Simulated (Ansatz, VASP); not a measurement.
One calculation of Au, two programs

```
Au
1.0
     0.00000    1.99562    1.99562
     1.99562    0.00000    1.99562
     1.99562    1.99562    0.00000
Au
1
Cartesian
  0.0000 0.0000 0.0000
```

Alike in both runs: task single point; functional LDA; k mesh 22 × 22 × 22; occupations fermi-dirac, width 0.1 eV; no spin polarisation.

|  | VASP | Ansatz |
| --- | --- | --- |
| version | VASP 6.6.1 | Ansatz 0.2.0 |
| potentials or method | VASP PAW LDA potentials, release 64 (Au), cutoff 520 eV | plane waves (420 eV) with PAW, scalar-relativistic |
| valence electrons in the cell | 11 | 19 |

|  | VASP | Ansatz | Ansatz less VASP |
| --- | --- | --- | --- |
| pressure (GPa) | 9.8 | 9.2 | -0.58 |

Ansatz warns that its potentials were made for another functional, while VASP's fit it. LDA's correlation is that of Perdew and Zunger in VASP and of Perdew and Wang (1992) in Ansatz. VASP's potentials hold 11 valence electrons a cell and Ansatz's 19, so a difference there can come from the potentials and not from the codes.

Neither program's run includes spin-orbit coupling.
